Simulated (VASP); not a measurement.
# CdSb2O4 in VASP: a series of runs

The runs below take CdSb2O4 through single point, with PBE.

Everything below comes from runs of VASP 6.6.1. Logs are shortened: lines on timing, memory, paths and dates and some standing lists are left out, and cuts for length are marked.

## Step 1: The cell of the first run

The typed cell holds 7 atoms: a = 3.454 Å, b = 6.704 Å, c = 5.829 Å, α = 112.37°, β = 107.17°, γ = 90.00°.

The cell was built from a structure type or drawn by symmetry, and may not be a known phase.

## Step 2: Single point, PBE

Input file INCAR:

```
SYSTEM = CdSb2O4
PREC = Accurate
ENCUT = 520
EDIFF = 1E-7
ISMEAR = 0
SIGMA = 0.15
LREAL = .False.
LASPH = .True.
NELM = 100
ALGO = Normal
ISIF = 2
LWAVE = .False.
LCHARG = .False.
GGA = PE
NBANDS = 32
```

Input file KPOINTS:

```
Automatic mesh
0
Gamma
  4 2 2
  0 0 0
```

Input file POSCAR:

```
CdSb2O4
1.0
    3.4535525664      0.0028450177     -0.0025522788
   -0.0057735921      6.6944478497     -0.3530143610
   -1.7152803264     -1.9479450847      5.2192255876
Cd Sb O
1 2 4
Direct
    0.0000000000      0.5000000000      0.0000000000
    0.7851482237      0.7707494914      0.5709306192
    0.2148517763      0.2292505086      0.4290693808
    0.8084319816      0.1753297426      0.6172341241
    0.3630340274      0.5244751577      0.7270537836
    0.1915680184      0.8246702574      0.3827658759
    0.6369659726      0.4755248423      0.2729462164
```

Potentials or basis: VASP PAW PBE potentials, release 64 (Cd, Sb, O).

Launch:

```sh
> cat potpaw_PBE.64/Cd/POTCAR potpaw_PBE.64/Sb/POTCAR potpaw_PBE.64/O/POTCAR > POTCAR
> mpirun -np 1 vasp_std > vasp.out
```

OUTCAR:

```text
SYSTEM = CdSb2O4
   PREC = Accurate
   ENCUT = 520
   EDIFF = 1E-7
   ISMEAR = 0
   LREAL = .False.
   LASPH = .True.
   NELM = 100
   ISIF = 2
   GGA = PE

 ion  position               nearest neighbor table
   1  0.000  0.500  0.000-   5 2.35   7 2.35   7 2.35   5 2.35   4 2.36   6 2.36   3 3.43   2 3.43
                             2 3.43   3 3.43   3 3.53   2 3.53
   2  0.785  0.771  0.571-   7 2.01   6 2.12   6 2.12   4 2.62   5 2.76   5 2.76   1 3.43   1 3.43
                             1 3.53
   3  0.215  0.229  0.429-   5 2.01   4 2.12   4 2.12   6 2.62   7 2.76   7 2.76   1 3.43   1 3.43
                             1 3.53
   4  0.808  0.175  0.617-   3 2.12   3 2.12   1 2.36   2 2.62
   5  0.363  0.524  0.727-   3 2.01   1 2.35   1 2.35   2 2.76   2 2.76
   6  0.192  0.825  0.383-   2 2.12   2 2.12   1 2.36   3 2.62
   7  0.637  0.476  0.273-   2 2.01   1 2.35   1 2.35   3 2.76   3 2.76

  LATTYP: Found a triclinic cell.
 ALAT       =     5.8325539056
 B/A-ratio  =     1.7942109791
 C/A-ratio  =     0.5921170618
 COS(alpha) =     0.0011538208
 COS(beta)  =     0.2970934459
 COS(gamma) =     0.7729781845

  Lattice vectors:

 A1 = (  -1.7382722400,   1.9451000670,  -5.2166733088)
 A2 = (  -0.0172183215,  -2.8014026980, -10.0828845354)
 A3 = (  -3.4535525664,  -0.0028450177,   0.0025522788)

Analysis of symmetry for initial positions (statically):
=====================================================================
 Subroutine PRICEL returns:
 Original cell was already a primitive cell.

 Routine SETGRP: Setting up the symmetry group for a
 triclinic supercell.

 Subroutine GETGRP returns: Found  2 space group operations
 (whereof  2 operations were pure point group operations)
 out of a pool of  2 trial point group operations.

The static configuration has the point symmetry S_2 .

Analysis of symmetry for dynamics (positions and initial velocities):
=====================================================================
 Subroutine PRICEL returns:
 Original cell was already a primitive cell.

 Routine SETGRP: Setting up the symmetry group for a
 triclinic supercell.

 Subroutine GETGRP returns: Found  2 space group operations
 (whereof  2 operations were pure point group operations)
 out of a pool of  2 trial point group operations.

The dynamic configuration has the point symmetry S_2 .

 Subroutine INISYM returns: Found  2 space group operations
 (whereof  2 operations are pure point group operations),
 and found     1 'primitive' translations

----------------------------------------------------------------------------------------

                                     Primitive cell

  volume of cell :     118.2642

  direct lattice vectors                    reciprocal lattice vectors
     3.453552566  0.002845018 -0.002552279     0.289624306  0.005374850  0.097190048
    -0.005773592  6.694447850 -0.353014361    -0.000083517  0.152374896  0.056842662
    -1.715280326 -1.947945085  5.219225588     0.000135982  0.010308856  0.195491518

  length of vectors
     3.453554681  6.703751523  5.828978674     0.305543832  0.162632113  0.195763185

  position of ions in fractional coordinates (direct lattice)
     1.000000000  0.500000000  1.000000000
     0.785148224  0.770749491  0.570930619
     0.214851776  0.229250509  0.429069381
     0.808431982  0.175329743  0.617234124
     0.363034027  0.524475158  0.727053784
     0.191568018  0.824670257  0.382765876
     0.636965973  0.475524842  0.272946216

  ion indices of the primitive-cell ions
   primitive index   ion index
                 1           1
                 2           2
                 3           3
                 4           4
                 5           5
                 6           6
                 7           7

----------------------------------------------------------------------------------------

 KPOINTS: Automatic mesh

Automatic generation of k-mesh.
 Grid dimensions read from file:
 generate k-points for:    4    2    2

 Generating k-lattice:

  Cartesian coordinates                     Fractional coordinates (reciprocal lattice)
     0.072406076  0.001343713  0.024297512     0.250000000 -0.000000000  0.000000000
    -0.000041759  0.076187448  0.028421331     0.000000000  0.500000000  0.000000000
     0.000067991  0.005154428  0.097745759    -0.000000000 -0.000000000  0.500000000

  Length of vectors
     0.076385958  0.081316056  0.097881592

  Shift w.r.t. Gamma in fractional coordinates (k-lattice)
     0.000000000  0.000000000  0.000000000

 Subroutine IBZKPT returns following result:
 ===========================================

 Found     12 irreducible k-points:

 Following reciprocal coordinates:
            Coordinates               Weight
  0.000000  0.000000  0.000000      1.000000
  0.250000  0.000000  0.000000      2.000000
  0.500000  0.000000  0.000000      1.000000
 -0.000000  0.500000 -0.000000      1.000000
  0.250000  0.500000 -0.000000      2.000000
  0.500000  0.500000 -0.000000      1.000000
 -0.000000  0.000000  0.500000      1.000000
  0.250000  0.000000  0.500000      2.000000
  0.500000  0.000000  0.500000      1.000000
  0.000000  0.500000  0.500000      1.000000
  0.250000  0.500000  0.500000      2.000000
  0.500000  0.500000  0.500000      1.000000
   k-points           NKPTS =     12   k-points in BZ     NKDIM =     12   number of bands    NBANDS=     32
   number of dos      NEDOS =    301   number of ions     NIONS =      7
   total plane-waves  NPLWV =  67200
   dimension x,y,z NGX =    28 NGY =   50 NGZ =   48
   dimension x,y,z NGXF=    56 NGYF=  100 NGZF=   96
   ions per type =               1   2   4
   NGX,Y,Z   is equivalent  to a cutoff of  13.48, 12.40, 13.69 a.u.
   NGXF,Y,Z  is equivalent  to a cutoff of  26.96, 24.80, 27.38 a.u.
 SYSTEM =  CdSb2O4
   PREC   = accura    normal or accurate (medium, high low for compatibility)
   ISTART =      0    job   : 0-new  1-cont  2-samecut
   ICHARG =      2    charge: 1-file 2-atom 10-const
   ISPIN  =      1    spin polarized calculation?
   LNONCOLLINEAR =      F non collinear calculations
   LSORBIT =      F    spin-orbit coupling
   LASPH  =      T    aspherical Exc in radial PAW
   ENCUT  =  520.0 eV  38.22 Ry    6.18 a.u.   6.42 12.46 10.84*2*pi/ulx,y,z
   NELM   =    100;   NELMIN=  2; NELMDL= -5     # of ELM steps
   EDIFF  = 0.1E-06   stopping-criterion for ELM
   LREAL  =      F    real-space projection
   EDIFFG = 0.1E-05   stopping-criterion for IOM
   NSW    =      0    number of steps for IOM
   IBRION =     -1    ionic relax: 0-MD 1-quasi-New 2-CG
   NFREE  =      0    steps in history (QN), initial steepest desc. (CG)
   ISIF   =      2    stress and relaxation
   ISYM   =      2    0-nonsym 1-usesym 2-fastsym
   POTIM  = 0.5000    time-step for ionic-motion
   TEBEG  =    0.0;   TEEND  =   0.0 temperature during run
   PSTRESS=    0.0 pullay stress
   NELECT =      46.0000    total number of electrons
   NUPDOWN=      -1.0000    fix difference up-down
   EMIN   =  10.00;   EMAX   =-10.00  energy-range for DOS
   EFERMI =   0.00;   METHOD = LEGACY
   ISMEAR =     0;   SIGMA  =   0.15  broadening in eV -4-tet -1-fermi 0-gaus
   EFERMI_NEDOS =   21; number of points for ismear=-14 and -15
   IALGO  =     38    algorithm
   IMIX   =      4    mixing-type and parameters
     AMIX     =   0.40;   BMIX     =  1.00
     AMIX_MAG =   1.60;   BMIX_MAG =  1.00
  volume/ion in A,a.u.               =      16.89       114.01
  Fermi-wavevector in a.u.,A,eV,Ry     =   1.195023  2.258267 19.430217  1.428081
  Thomas-Fermi vector in A             =   2.330999
   LORBIT       =      0    0 simple, 1 ext, 2 COOP (PROOUT), +10 PAW based schemes
   GGA     = PE    functional components
   LHFCALC =     F    Hartree Fock is set to
   AEXX    =    0.0000 exact exchange contribution
   IVDW    =     0    specifies the selected vdW correction
   LEPSILON=     F    determine dielectric tensor
   LRPA    =     F    only Hartree local field effects (RPA)
 non-spin polarized calculation
 Gauss-broadening in eV      SIGMA  =   0.15
  energy-cutoff  :      520.00
  volume of cell :      118.26
 maximum number of plane-waves:      3214
 NGX is ok and might be reduce to    28
   NGX = 13   NGY = 25   NGZ = 21

 number of electron      46.0000010 magnetization

 Free energy of the ion-electron system (eV)
  ---------------------------------------------------
  ext. energy  EPLUGINS =         0.00000000
  ---------------------------------------------------
  free energy    TOTEN  =       -37.27557414 eV

  energy without entropy =      -37.27557414  energy(sigma->0) =      -37.27557414

 E-fermi :   4.2117     XC(G=0):  -9.6731

 val. band max:        3.5159510756   @ k =   0.0000   0.5000   0.5000
 cond. band min:       5.6592363610   @ k =   0.0000   0.5000   0.5000
 fundamental gap:      2.1432852853
 Fermi energy:         4.2117452534

 k-point     1 :       0.0000    0.0000    0.0000
  band No.  band energies     occupation
      1     -15.1676      2.00000
      2     -14.2430      2.00000
      3     -13.6172      2.00000
      4     -12.9758      2.00000
      5      -4.5988      2.00000
      6      -3.9461      2.00000
[... 24 lines left out ...]
     31      10.7863      0.00000
     32      12.1221      0.00000

 k-point     2 :       0.2500    0.0000    0.0000
  band No.  band energies     occupation
      1     -14.7813      2.00000
      2     -14.0465      2.00000
      3     -13.5375      2.00000
      4     -13.1844      2.00000
      5      -4.9658      2.00000
      6      -3.9633      2.00000
[... 24 lines left out ...]
     31      10.6476      0.00000
     32      12.5156      0.00000
[... 313 lines left out ...]
     31      11.5747      0.00000
     32      12.8377      0.00000

 k-point    12 :       0.5000    0.5000    0.5000
  band No.  band energies     occupation
      1     -13.9781      2.00000
      2     -13.9367      2.00000
      3     -13.5820      2.00000
      4     -13.5751      2.00000
      5      -5.1398      2.00000
      6      -4.9703      2.00000
[... 24 lines left out ...]
     31      11.0512      0.00000
     32      11.5366      0.00000

------------------------ aborting loop because EDIFF is reached ----------------------------------------

  FORCE on cell =-STRESS in cart. coord.  units (eV):
  Direction    XX          YY          ZZ          XY          YZ          ZX
  --------------------------------------------------------------------------------------
  -------------------------------------------------------------------------------------
  Total       -0.0791483      0.3359052      0.3799007      0.0037611     -0.0444114      0.0002363
  in kB       -1.0722576      4.5506567      5.1466831      0.0509528     -0.6016615      0.0032016
  external PRESSURE =       2.8750274 kB  Pullay stress =       0.0000000 kB

 VOLUME and BASIS-vectors are now :
 -----------------------------------------------------------------------------
  energy-cutoff  :      520.00
  volume of cell :      118.26
      direct lattice vectors                 reciprocal lattice vectors
     3.453552566  0.002845018 -0.002552279     0.289624306  0.005374850  0.097190048
    -0.005773592  6.694447850 -0.353014361    -0.000083517  0.152374896  0.056842662
    -1.715280326 -1.947945085  5.219225588     0.000135982  0.010308856  0.195491518

 POSITION                                       TOTAL-FORCE (eV/Angst)
 -----------------------------------------------------------------------------------
     -0.00289      3.34722     -0.17651        -0.000000      0.000000      0.000000
      1.72779      4.04983      2.70573         0.002882     -0.013551      0.049211
      0.00470      0.69951      2.15793        -0.002882      0.013551     -0.049211
      1.73222     -0.02630      3.15753         0.002666     -0.056212     -0.033287
      0.00363      2.09584      3.60858        -0.000211      0.068889     -0.046900
      0.00028      4.77565      1.70613        -0.002666      0.056212      0.033287
      1.72887      2.65350      1.25508         0.000211     -0.068889      0.046900
 -----------------------------------------------------------------------------------
    total drift:                               -0.000000     -0.000000      0.000000

  FREE ENERGIE OF THE ION-ELECTRON SYSTEM (eV)
  ---------------------------------------------------
  free  energy   TOTEN  =       -37.2755741448 eV

  energy  without entropy=      -37.2755741448  energy(sigma->0) =      -37.27557414
```

It took 28 s on 1 thread of Intel Xeon 6975P-C (Granite Rapids), shared host; peak memory 0.26 GiB.

What came out:

| Property | Result |
| --- | --- |
| Free energy | -37.2756 eV |
| Pressure | 0.3 GPa |
| Largest force | 0.083 eV/Å |
| Band gap on the k mesh | 2.14 eV |

Forces on the atoms (eV/Å):
```
Cd   0.000  0.000  0.000
Sb   0.003 -0.014  0.049
Sb  -0.003  0.014 -0.049
O    0.003 -0.056 -0.033
O    0.000  0.069 -0.047
O   -0.003  0.056  0.033
O    0.000 -0.069  0.047
```

Caveat: the k points lie up to 0.62 Å⁻¹ apart; spin-orbit coupling is left out, which moves the levels of the heavy elements.

[end of part 1 of 2]
